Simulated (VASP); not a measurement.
# CdSe in VASP: a series of runs

The runs below take CdSe through single point, with r2SCAN, PBE.

Everything below comes from runs of VASP 6.6.1. Logs are shortened: lines on timing, memory, paths and dates and some standing lists are left out, and cuts for length are marked.

## 1. The cell of the first run

The structure is cubic, space group F-43m (No. 216). Conventional cell: a = 6.197 Å, b = 6.197 Å, c = 6.197 Å, α = 90.00°, β = 90.00°, γ = 90.00°. Cd (site symmetry -43m) has 4 Se at 2.68 Å within 3.5 Å. Within 3.5 Å of Se (site symmetry -43m) lie 4 Cd at 2.68 Å.

## 2. Single point, r2SCAN

POSCAR reads:

```
CdSe
1.0
    0.0000000000      3.0984146730      3.0984146730
    3.0984146730      0.0000000000      3.0984146730
    3.0984146730      3.0984146730      0.0000000000
Cd Se
1 1
Direct
    0.0000000000      0.0000000000      0.0000000000
    0.7500000000      0.7500000000      0.7500000000
```

INCAR.step1 reads:

```
PREC = Accurate
ENCUT = 520
ISMEAR = 0
SIGMA = 0.02
LREAL = False
LASPH = True
NELM = 60
NBANDS = 16
GGA = PE
ALGO = Normal
EDIFF = 1E-4
LWAVE = True
LCHARG = False
```

INCAR.step2 reads:

```
PREC = Accurate
ENCUT = 520
EDIFF = 1E-6
ISMEAR = 0
SIGMA = 0.02
LREAL = False
LASPH = True
NELM = 60
ALGO = Normal
ISIF = 2
LWAVE = False
LCHARG = False
METAGGA = R2SCAN
LMIXTAU = True
NBANDS = 16
ISTART = 1
```

KPOINTS reads:

```
Automatic mesh
0
Gamma
  10 10 10
```

Potentials or basis: VASP PAW PBE potentials, release 64 (Cd, Se).

Launch:

```console
$ cat potpaw_PBE.64/Cd/POTCAR potpaw_PBE.64/Se/POTCAR > POTCAR
$ cp INCAR.step1 INCAR
$ mpirun -np 1 vasp_std > vasp.out
$ cp INCAR.step2 INCAR
$ mpirun -np 1 vasp_std > vasp.out
```

OUTCAR:

```text
PREC = Accurate
   ENCUT = 520
   EDIFF = 1E-6
   ISMEAR = 0
   LREAL = False
   LASPH = True
   NELM = 60
   ISIF = 2
   METAGGA = R2SCAN
   ISTART = 1

 ion  position               nearest neighbor table
   1  0.000  0.000  0.000-   2 2.68   2 2.68   2 2.68   2 2.68
   2  0.750  0.750  0.750-   1 2.68   1 2.68   1 2.68   1 2.68

  LATTYP: Found a face centered cubic cell.
 ALAT       =     6.1968293460

  Lattice vectors:

 A1 = (   0.0000000000,   3.0984146730,   3.0984146730)
 A2 = (   3.0984146730,   0.0000000000,   3.0984146730)
 A3 = (   3.0984146730,   3.0984146730,   0.0000000000)

Analysis of symmetry for initial positions (statically):
=====================================================================
 Subroutine PRICEL returns:
 Original cell was already a primitive cell.

 Routine SETGRP: Setting up the symmetry group for a
 face centered cubic supercell.

 Subroutine GETGRP returns: Found 24 space group operations
 (whereof 24 operations were pure point group operations)
 out of a pool of 48 trial point group operations.

The static configuration has the point symmetry T_d .

Analysis of symmetry for dynamics (positions and initial velocities):
=====================================================================
 Subroutine PRICEL returns:
 Original cell was already a primitive cell.

 Routine SETGRP: Setting up the symmetry group for a
 face centered cubic supercell.

 Subroutine GETGRP returns: Found 24 space group operations
 (whereof 24 operations were pure point group operations)
 out of a pool of 48 trial point group operations.

The dynamic configuration has the point symmetry T_d .

 Subroutine INISYM returns: Found 24 space group operations
 (whereof 24 operations are pure point group operations),
 and found     1 'primitive' translations

----------------------------------------------------------------------------------------

                                     Primitive cell

  volume of cell :      59.4906

  direct lattice vectors                    reciprocal lattice vectors
     0.000000000  3.098414673  3.098414673    -0.161372848  0.161372848  0.161372848
     3.098414673  0.000000000  3.098414673     0.161372848 -0.161372848  0.161372848
     3.098414673  3.098414673  0.000000000     0.161372848  0.161372848 -0.161372848

  length of vectors
     4.381820052  4.381820052  4.381820052     0.279505972  0.279505972  0.279505972

  position of ions in fractional coordinates (direct lattice)
     0.000000000  0.000000000  0.000000000
     0.750000000  0.750000000  0.750000000

  ion indices of the primitive-cell ions
   primitive index   ion index
                 1           1
                 2           2

----------------------------------------------------------------------------------------

 KPOINTS: Automatic mesh

Automatic generation of k-mesh.
 Grid dimensions read from file:
 generate k-points for:   10   10   10

 Generating k-lattice:

  Cartesian coordinates                     Fractional coordinates (reciprocal lattice)
    -0.016137285  0.016137285  0.016137285     0.100000000  0.000000000  0.000000000
     0.016137285 -0.016137285  0.016137285     0.000000000  0.100000000  0.000000000
     0.016137285  0.016137285 -0.016137285     0.000000000  0.000000000  0.100000000

  Length of vectors
     0.027950597  0.027950597  0.027950597

  Shift w.r.t. Gamma in fractional coordinates (k-lattice)
     0.000000000  0.000000000  0.000000000

 Subroutine IBZKPT returns following result:
 ===========================================

 Found     47 irreducible k-points:

 Following reciprocal coordinates:
            Coordinates               Weight
  0.000000  0.000000  0.000000      1.000000
  0.100000  0.000000  0.000000      8.000000
  0.200000  0.000000  0.000000      8.000000
  0.300000  0.000000  0.000000      8.000000
  0.400000  0.000000  0.000000      8.000000
  0.500000  0.000000  0.000000      4.000000
[... 16 lines left out ...]
  0.300000  0.300000  0.000000      6.000000
  0.400000  0.300000  0.000000     24.000000
 [... further k-points ...]
   k-points           NKPTS =     47   k-points in BZ     NKDIM =     47   number of bands    NBANDS=     16
   number of dos      NEDOS =    301   number of ions     NIONS =      2
   total plane-waves  NPLWV =  46656
   dimension x,y,z NGX =    36 NGY =   36 NGZ =   36
   dimension x,y,z NGXF=    72 NGYF=   72 NGZF=   72
   ions per type =               1   1
   NGX,Y,Z   is equivalent  to a cutoff of  13.66, 13.66, 13.66 a.u.
   NGXF,Y,Z  is equivalent  to a cutoff of  27.32, 27.32, 27.32 a.u.
 SYSTEM =  unknown system
   PREC   = accura    normal or accurate (medium, high low for compatibility)
   ISTART =      1    job   : 0-new  1-cont  2-samecut
   ICHARG =      0    charge: 1-file 2-atom 10-const
   ISPIN  =      1    spin polarized calculation?
   LNONCOLLINEAR =      F non collinear calculations
   LSORBIT =      F    spin-orbit coupling
   LASPH  =      T    aspherical Exc in radial PAW
   ENCUT  =  520.0 eV  38.22 Ry    6.18 a.u.   8.15  8.15  8.15*2*pi/ulx,y,z
   NELM   =     60;   NELMIN=  2; NELMDL=  0     # of ELM steps
   EDIFF  = 0.1E-05   stopping-criterion for ELM
   LREAL  =      F    real-space projection
   EDIFFG = 0.1E-04   stopping-criterion for IOM
   NSW    =      0    number of steps for IOM
   IBRION =     -1    ionic relax: 0-MD 1-quasi-New 2-CG
   NFREE  =      0    steps in history (QN), initial steepest desc. (CG)
   ISIF   =      2    stress and relaxation
   ISYM   =      2    0-nonsym 1-usesym 2-fastsym
   POTIM  = 0.5000    time-step for ionic-motion
   TEBEG  =    0.0;   TEEND  =   0.0 temperature during run
   PSTRESS=    0.0 pullay stress
   NELECT =      18.0000    total number of electrons
   NUPDOWN=      -1.0000    fix difference up-down
   EMIN   =  10.00;   EMAX   =-10.00  energy-range for DOS
   EFERMI =   0.00;   METHOD = LEGACY
   ISMEAR =     0;   SIGMA  =   0.02  broadening in eV -4-tet -1-fermi 0-gaus
   EFERMI_NEDOS =   21; number of points for ismear=-14 and -15
   IALGO  =     38    algorithm
   IMIX   =      4    mixing-type and parameters
     AMIX     =   0.40;   BMIX     =  1.00
     AMIX_MAG =   1.60;   BMIX_MAG =  1.00
  volume/ion in A,a.u.               =      29.75       200.73
[... 38 lines left out ...]
      3      -7.7840      2.00000
      4      -7.7840      2.00000
      5      -7.4435      2.00000
      6      -7.4435      2.00000
[... 8 lines left out ...]
     15      11.7338      0.00000
     16      11.7338      0.00000

 k-point     2 :       0.1000    0.0000    0.0000
  band No.  band energies     occupation
      1     -12.4663      2.00000
      2      -7.7739      2.00000
      3      -7.7739      2.00000
      4      -7.7533      2.00000
      5      -7.4440      2.00000
      6      -7.4440      2.00000
[... 8 lines left out ...]
     15      11.1275      0.00000
     16      11.1275      0.00000

 k-point     3 :       0.2000    0.0000    0.0000
  band No.  band energies     occupation
      1     -12.3839      2.00000
      2      -7.7489      2.00000
      3      -7.7489      2.00000
      4      -7.6552      2.00000
      5      -7.4433      2.00000
      6      -7.4433      2.00000
[... 8 lines left out ...]
     15      10.6889      0.00000
     16      10.9344      0.00000

 k-point     4 :       0.3000    0.0000    0.0000
  band No.  band energies     occupation
      1     -12.2811      2.00000
      2      -7.7217      2.00000
      3      -7.7217      2.00000
      4      -7.4850      2.00000
      5      -7.4377      2.00000
      6      -7.4377      2.00000
[... 8 lines left out ...]
     15      10.9611      0.00000
     16      10.9611      0.00000

 k-point     5 :       0.4000    0.0000    0.0000
  band No.  band energies     occupation
      1     -12.1973      2.00000
      2      -7.7037      2.00000
      3      -7.7037      2.00000
      4      -7.4283      2.00000
      5      -7.4283      2.00000
      6      -7.2826      2.00000
[... 8 lines left out ...]
     15      11.9063      0.00000
     16      11.9064      0.00000

 k-point     6 :       0.5000    0.0000    0.0000
  band No.  band energies     occupation
      1     -12.1653      2.00000
      2      -7.6980      2.00000
      3      -7.6980      2.00000
      4      -7.4234      2.00000
      5      -7.4234      2.00000
      6      -7.1799      2.00000
[... 8 lines left out ...]
     15      12.8244      0.00000
     16      12.8244      0.00000

 k-point     7 :       0.1000    0.1000    0.0000
  band No.  band energies     occupation
      1     -12.4560      2.00000
      2      -7.7643      2.00000
      3      -7.7643      2.00000
      4      -7.7557      2.00000
      5      -7.4498      2.00000
      6      -7.4387      2.00000
[... 8 lines left out ...]
     15      11.1256      0.00000
     16      11.8256      0.00000

 k-point     8 :       0.2000    0.1000    0.0000
  band No.  band energies     occupation
      1     -12.3907      2.00000
      2      -7.7473      2.00000
      3      -7.7386      2.00000
      4      -7.6832      2.00000
      5      -7.4534      2.00000
      6      -7.4341      2.00000
[... 8 lines left out ...]
     15      11.5376      0.00000
     16      11.8072      0.00000

 k-point     9 :       0.3000    0.1000    0.0000
  band No.  band energies     occupation
      1     -12.2947      2.00000
      2      -7.7233      2.00000
      3      -7.7097      2.00000
      4      -7.5446      2.00000
      5      -7.4427      2.00000
      6      -7.4282      2.00000
[... 8 lines left out ...]
     15      11.4612      0.00000
     16      11.5968      0.00000
[... 172 lines left out ...]
 k-point    19 :       0.5000    0.2000    0.0000
  band No.  band energies     occupation
      1     -12.1302      2.00000
      2      -7.6699      2.00000
      3      -7.6457      2.00000
      4      -7.4747      2.00000
      5      -7.4173      2.00000
      6      -7.1568      2.00000
[... 8 lines left out ...]
     15      12.9132      0.00000
     16      12.9675      0.00000

 k-point    20 :      -0.4000    0.2000    0.0000
  band No.  band energies     occupation
      1     -12.1236      2.00000
      2      -7.6693      2.00000
      3      -7.6530      2.00000
      4      -7.4523      2.00000
      5      -7.4313      2.00000
      6      -7.1224      2.00000
[... 8 lines left out ...]
     15      11.6394      0.00000
     16      12.7303      0.00000

 k-point    21 :      -0.3000    0.2000    0.0000
  band No.  band energies     occupation
      1     -12.1680      2.00000
      2      -7.6750      2.00000
      3      -7.6749      2.00000
      4      -7.4488      2.00000
      5      -7.4474      2.00000
      6      -7.2452      2.00000
[... 8 lines left out ...]
     15      11.8424      0.00000
     16      13.0863      0.00000

 k-point    22 :      -0.2000    0.2000    0.0000
  band No.  band energies     occupation
      1     -12.2464      2.00000
      2      -7.7071      2.00000
      3      -7.6914      2.00000
      4      -7.4873      2.00000
      5      -7.4549      2.00000
      6      -7.3874      2.00000
[... 8 lines left out ...]
     15      11.9091      0.00000
     16      12.9701      0.00000

 k-point    23 :       0.3000    0.3000    0.0000
  band No.  band energies     occupation
      1     -12.2111      2.00000
      2      -7.6390      2.00000
      3      -7.6390      2.00000
      4      -7.5883      2.00000
      5      -7.4102      2.00000
      6      -7.3965      2.00000
[... 8 lines left out ...]
     15      12.4968      0.00000
     16      14.3307      0.00000

 k-point    24 :       0.4000    0.3000    0.0000
  band No.  band energies     occupation
      1     -12.1459      2.00000
      2      -7.6282      2.00000
      3      -7.6102      2.00000
      4      -7.5538      2.00000
      5      -7.4049      2.00000
      6      -7.2853      2.00000
[... 8 lines left out ...]
     15      12.9081      0.00000
     16      14.1897      0.00000

 [... further k-points ...]

------------------------ aborting loop because EDIFF is reached ----------------------------------------

  FORCE on cell =-STRESS in cart. coord.  units (eV):
  Direction    XX          YY          ZZ          XY          YZ          ZX
  --------------------------------------------------------------------------------------
  -------------------------------------------------------------------------------------
  Total       -0.4728031     -0.4728031     -0.4728031      0.0000000      0.0000000     -0.0000000
  in kB      -12.7333380    -12.7333380    -12.7333380      0.0000000      0.0000000     -0.0000000
  external PRESSURE =     -12.7333380 kB  Pullay stress =       0.0000000 kB

 VOLUME and BASIS-vectors are now :
 -----------------------------------------------------------------------------
  energy-cutoff  :      520.00
  volume of cell :       59.49
      direct lattice vectors                 reciprocal lattice vectors
     0.000000000  3.098414673  3.098414673    -0.161372848  0.161372848  0.161372848
     3.098414673  0.000000000  3.098414673     0.161372848 -0.161372848  0.161372848
     3.098414673  3.098414673  0.000000000     0.161372848  0.161372848 -0.161372848

 POSITION                                       TOTAL-FORCE (eV/Angst)
 -----------------------------------------------------------------------------------
      0.00000      0.00000      0.00000        -0.000000     -0.000000     -0.000000
      4.64762      4.64762      4.64762         0.000000      0.000000      0.000000
 -----------------------------------------------------------------------------------
    total drift:                                0.000000      0.000000      0.000000

  FREE ENERGIE OF THE ION-ELECTRON SYSTEM (eV)
  ---------------------------------------------------
  free  energy   TOTEN  =       -35.9101293310 eV

  energy  without entropy=      -35.9101293310  energy(sigma->0) =      -35.91012933
```

It took 3.4 min on 1 thread of AMD EPYC 7R13 (Zen 3), shared host; peak memory 0.21 GiB.

What came out:

- Free energy: -35.9101 eV
- Pressure: -1.3 GPa
- Band gap on the k mesh: 0.96 eV, direct

Levels at points of the mesh, in eV from the valence-band top:
| k point | band 5 | band 6 | band 7 | band 8 | band 9 | band 10 | band 11 | band 12 | band 13 | band 14 |
| --- | --- | --- | --- | --- | --- | --- | --- | --- | --- | --- |
| (0.00, 0.00, 0.00) | -7.66 | -7.66 | 0.00 | 0.00 | 0.00 | 0.96 | 6.47 | 6.47 | 6.47 | 10.06 |
| (0.50, 0.00, 0.00) | -7.64 | -7.39 | -4.10 | -0.68 | -0.68 | 2.78 | 6.91 | 6.91 | 7.64 | 10.39 |
| (0.50, 0.50, 0.00) | -7.61 | -7.33 | -3.83 | -1.70 | -1.70 | 3.55 | 4.09 | 9.41 | 10.61 | 10.61 |

Caveat: the PAW data sets were made with another functional, which shifts forces and pressure a little. r2SCAN opens gaps a little over a GGA but as a rule still falls short of measured ones.

## 3. Single point, PBE (one atom moved)

INCAR reads:

```
SYSTEM = CdSe
PREC = Accurate
ENCUT = 520
EDIFF = 1E-7
ISMEAR = 0
SIGMA = 0.05
LREAL = .FALSE.
LASPH = .TRUE.
NELM = 80
ALGO = Normal
ISIF = 2
LWAVE = .FALSE.
LCHARG = .TRUE.
GGA = PE
LELF = .TRUE.
LVHAR = .TRUE.
NBANDS = 16
```

KPOINTS reads:

```
regular mesh
0
G
  10 10 10
  0 0 0
```

POSCAR reads:

```
CdSe
1.0
    0.0000000000      3.0702711986      3.0702711986
    3.0702711986      0.0000000000      3.0702711986
    3.0702711986      3.0702711986      0.0000000000
Cd Se
1 1
Direct
    0.0073283429     -0.0073283429      0.0073283429
    0.7500000000      0.7500000000      0.7500000000
```

Potentials or basis: VASP PAW PBE potentials, release 64 (Cd, Se).

Launch:

```console
$ cat potpaw_PBE.64/Cd/POTCAR potpaw_PBE.64/Se/POTCAR > POTCAR
$ mpirun -np 1 vasp_std > vasp.out
```

Wall time 1.7 min (1 thread of Intel Xeon Platinum 8488C (Sapphire Rapids), shared host); peak memory 0.3 GiB.

Results (log left out):

* Free energy: -5.4864 eV
* Pressure: 1.6 GPa
* Largest force: 0.208 eV/Å
* Band gap on the k mesh: 0.53 eV, direct

Forces on the atoms (eV/Å):
```
Cd   0.000 -0.208  0.000
Se   0.000  0.208  0.000
```

Stress tensor (GPa, compression positive):
```
 1.62  0.00 -0.76
 0.00  1.57  0.00
-0.76  0.00  1.62
```

Levels at points of the mesh, in eV from the valence-band top:
| k point | band 7 | band 8 | band 9 | band 10 | band 11 | band 12 |
| --- | --- | --- | --- | --- | --- | --- |
| (0.00, 0.00, 0.00) | -0.05 | -0.02 | 0.00 | 0.53 | 5.89 | 5.91 |
| (0.50, 0.00, 0.00) | -4.30 | -0.79 | -0.70 | 2.38 | 6.34 | 6.53 |
| (0.00, 0.50, 0.00) | -4.19 | -0.77 | -0.67 | 2.29 | 6.30 | 6.48 |
| (0.50, 0.50, 0.00) | -3.98 | -1.78 | -1.78 | 3.17 | 3.70 | 8.96 |
| (0.50, 0.00, 0.50) | -3.97 | -1.80 | -1.76 | 3.16 | 3.72 | 8.96 |

Caveat: the cell differs from its parent crystal (one atom moved).

## 4. Single point, PBE (strained and its atoms moved)

INCAR reads:

```
SYSTEM = CdSe
PREC = Accurate ; ENCUT = 520
EDIFF = 1E-7 ; ISMEAR = 0
SIGMA = 0.05 ; LREAL = .False.
LASPH = .True. ; NELM = 100
ALGO = Normal ; ISIF = 2
LWAVE = .False. ; LCHARG = .False.
GGA = PE ; NBANDS = 16
```

KPOINTS reads:

```
regular mesh
0
Gamma
  10 10 10
  0 0 0
```

POSCAR reads:

```
CdSe
1.0
   -0.0493085554      3.0268882666      3.1419313284
    3.0234495628      0.0000000000      3.0926227729
    3.0727581183      3.0268882666     -0.0493085554
Cd Se
1 1
Direct
    0.0048855619     -0.0048855619      0.0048855619
    0.7451144381      0.7548855619      0.7451144381
```

Launch:

```console
$ cat potpaw_PBE.64/Cd/POTCAR potpaw_PBE.64/Se/POTCAR > POTCAR
$ mpirun -np 1 vasp_std > vasp.out
```

Wall time 2.2 min (1 thread of Intel Xeon Platinum 8488C (Sapphire Rapids), shared host); peak memory 0.39 GiB.

Results (log left out):

- Free energy: -5.4889 eV
- Pressure: 1.0 GPa
- Largest force: 0.079 eV/Å
- Band gap on the k mesh: 0.46 eV, direct

Forces in eV/Å, atoms in the order of the input:
```
Cd   0.000 -0.079  0.000
Se   0.000  0.079  0.000
```

Stress tensor (GPa, compression positive):
```
1.10 0.00 0.39
0.00 1.29 0.00
0.39 0.00 0.69
```

Levels at points of the mesh, in eV from the valence-band top:
| k point | band 6 | band 7 | band 8 | band 9 | band 10 | band 11 | band 12 | band 13 |
| --- | --- | --- | --- | --- | --- | --- | --- | --- |
| (0.00, 0.00, 0.00) | -7.53 | -0.17 | -0.01 | 0.00 | 0.46 | 5.74 | 5.89 | 6.04 |
| (0.50, 0.00, 0.00) | -7.29 | -4.28 | -0.75 | -0.67 | 2.40 | 6.34 | 6.58 | 7.21 |
| (0.00, 0.50, 0.00) | -7.25 | -4.16 | -0.92 | -0.66 | 2.16 | 6.22 | 6.39 | 7.29 |
| (0.50, 0.50, 0.00) | -7.24 | -4.07 | -1.71 | -1.69 | 3.21 | 3.82 | 8.65 | 9.93 |
| (0.50, 0.00, 0.50) | -7.19 | -3.87 | -1.98 | -1.71 | 2.97 | 3.65 | 9.03 | 9.78 |
| (0.00, 0.50, 0.50) | -7.21 | -3.95 | -1.81 | -1.76 | 3.14 | 3.64 | 8.81 | 9.79 |

Caveat: the cell differs from its parent crystal (strained and its atoms moved).

## 5. Summary

```csv
level,cell,smearing,gap on the mesh (eV),pressure (GPa),largest force (eV/Å)
r2SCAN,"a = 4.382 Å, angles 60.0°, 2 atoms",gaussian 0.02 eV,0.96,-1.3,-
PBE,"a = 4.342 Å, angles 60.0°, 2 atoms",gaussian 0.05 eV,0.53,1.6,0.21
PBE,"a = 4.363, b = 4.325, c = 4.314 Å, angles 60.7, 61.9, 59.5°, 2 atoms",gaussian 0.05 eV,0.46,1.0,0.08
```

Alike in all rows: task single point; potentials or basis VASP PAW PBE potentials, release 64 (Cd, Se); no spin polarisation; k mesh 10 × 10 × 10; cutoff (eV) 520.

Caveats: the PAW data sets were made with another functional, which shifts forces and pressure a little (some runs).

Absolute energies hang on the potentials; compare differences alone.
